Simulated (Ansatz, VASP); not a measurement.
# BeBi2C2 in VASP and in Ansatz

INCAR

```
PREC     = Accurate       # precision mode
ENCUT    = 520            # plane-wave cutoff, eV
EDIFF    = 1E-7           # SCF threshold, eV
ISMEAR   = 0              # smearing method
SIGMA    = 0.1            # smearing width, eV
LREAL    = False          # projectors in reciprocal space
LASPH    = True           # aspherical terms in the spheres
NELM     = 100            # most SCF steps
ALGO     = Normal         # electronic algorithm
ISIF     = 2              # what is computed and relaxed
LWAVE    = False          # write WAVECAR
LCHARG   = False          # write CHGCAR
GGA      = PE             # functional
NBANDS   = 28             # bands
```

Contents of KPOINTS:

```
regular mesh
0
Gamma
  6 6 4
```

Contents of POSCAR:

```
BeBi2C2
1.0
    4.8803447500      0.0000000000      0.0000000000
   -2.4401723700      4.2265025300      0.0000000000
    0.0000000000      0.0000000000      4.8720976300
Be Bi C
1 2 2
Direct
    0.0000000000      0.0000000000      0.5000000000
    0.3333333300      0.6666666700      0.5000000000
    0.6666666700      0.3333333300      0.5000000000
    0.3333333300      0.6666666700      0.0000000000
    0.6666666700      0.3333333300      0.0000000000
```

Input for Ansatz:

```yaml
crystal:
  lattice:
    - [4.88034475, 0.0, 0.0]
    - [-2.44017237, 4.22650253, 0.0]
    - [0.0, 0.0, 4.87209763]
  atoms:
    - { symbol: Be, position: [0.0, 0.0, 0.5] }
    - { symbol: Bi, position: [0.33333333, 0.66666667, 0.5] }
    - { symbol: Bi, position: [0.66666667, 0.33333333, 0.5] }
    - { symbol: C, position: [0.33333333, 0.66666667, 0.0] }
    - { symbol: C, position: [0.66666667, 0.33333333, 0.0] }
basis:
  ecutwfc: 420
kpoints:
  mp_grid: { grid: [6, 6, 4] }
hamiltonian:
  xc: pbe
scf:
  occupations: { method: gaussian, width: 0.1 }
  lower_state_search: "off"
output:
  forces: true
  stress: true
  eigenvalues: true
```

Alike in both runs: task single point; functional PBE; k mesh 6 × 6 × 4; occupations gaussian, width 0.1 eV; no spin polarisation.

```csv
,VASP,Ansatz
version,VASP 6.6.1,Ansatz 0.2.0
potentials or method,"VASP PAW PBE potentials, release 64 (Be, Bi_d, C), cutoff 520 eV","scalar-relativistic, plane waves, PAW"
valence electrons in the cell,40,40
```

VASP gave:

```
gap on the k mesh at the Fermi level (eV)                     : none
pressure (GPa)                                                : 7.8
traceless stress, the component that is largest in VASP (GPa) : -12.31
```

Question: Which values does Ansatz return?

Answer: gap on the k mesh at the Fermi level (eV): none; pressure (GPa): 7.8; traceless stress, the component that is largest in VASP (GPa): -12.43.

A gap of «none» marks a metal or a gap that the smearing closes.

Neither program's run includes spin-orbit coupling.
